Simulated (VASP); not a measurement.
A run of VASP 6.6.1:

File INCAR:

```
SYSTEM = Ge5H8
PREC = Accurate ; ENCUT = 520
EDIFF = 1E-6 ; ISMEAR = 0
SIGMA = 0.05 ; LREAL = Auto
LASPH = .TRUE. ; NELM = 80
ALGO = Normal ; ISIF = 2
LWAVE = .FALSE. ; LCHARG = .TRUE.
GGA = PE ; LELF = .TRUE.
LVHAR = .TRUE. ; NBANDS = 142
```

The input KPOINTS:

```
Automatic mesh
0
G
  1 1 1
  0 0 0
```

POSCAR

```
Ge5H8
1.0
   15.0000000000      0.0000000000      0.0000000000
    0.0000000000     16.8000000000      0.0000000000
    0.0000000000      0.0000000000     17.1000000000
Ge H
15 24
Direct
    0.4040401708      0.3748229257      0.4511197011
    0.3915437823      0.7170778447      0.4503876260
    0.5061438177      0.2852294017      0.3822767464
    0.4877407786      0.6314403357      0.3708624599
    0.5061384309      0.6198242012      0.7110011749
    0.3915348995      0.5504958906      0.2867343540
    0.4040356190      0.5497555939      0.6229759536
    0.4911820873      0.4649670123      0.5344185920
    0.6115777893      0.3583163034      0.3008158309
    0.6115771081      0.7027391047      0.6392010657
    0.3104179017      0.6440608177      0.5513571569
    0.6862140402      0.6275427241      0.5360307505
    0.5866775459      0.5490597738      0.4518002362
    0.3104166883      0.4477193846      0.3584722870
    0.6862164927      0.4633253643      0.3746961797
    0.3419561265      0.3233925089      0.5033755304
    0.4476491176      0.7831844113      0.4893372960
    0.3234050318      0.7582538181      0.3958474357
    0.4523100037      0.2258966782      0.3316650228
    0.5592731340      0.2361438418      0.4429573615
    0.5455806957      0.6856419739      0.3176063608
    0.4523035435      0.6713387844      0.7692928242
    0.5592653621      0.5580584293      0.7592256448
    0.4476349942      0.5108539257      0.2217818986
    0.3233921200      0.6060114234      0.2462874338
    0.3419481270      0.4965693372      0.6735035294
    0.5532401282      0.4125342832      0.5859366550
    0.5612586470      0.3955694595      0.2309886602
    0.6820041163      0.3004656600      0.2670684982
    0.5612634826      0.7738187428      0.6026064069
    0.6820049067      0.7370816046      0.6960393825
    0.2691026289      0.7039445016      0.6097312873
    0.2326069368      0.5985074867      0.5125375936
    0.7439241504      0.6837427676      0.4851996169
    0.7503646104      0.5673254107      0.5751469835
    0.2691011033      0.3883034905      0.2996387800
    0.2326066068      0.4872282441      0.4032307945
    0.7503676429      0.4235104952      0.4338565414
    0.7439259857      0.5150649421      0.3194820601
```

Potentials or basis: VASP PAW PBE potentials, release 64 (Ge_d, H).

Launch:

```bash
$ cat potpaw_PBE.64/Ge_d/POTCAR potpaw_PBE.64/H/POTCAR > POTCAR
$ mpirun -np 1 vasp_gam > vasp.out
```

Hardware: 1 thread of Intel(R) Xeon(R) 6975P-C (Granite Rapids), on a shared host.

Problem. Estimate the wall time of this run.

Solution. Wall time 15 min on 1 thread of Intel(R) Xeon(R) 6975P-C (Granite Rapids), with other jobs on the host, peak memory 2.6 GiB. Counts: scf iterations 27, k points 1.
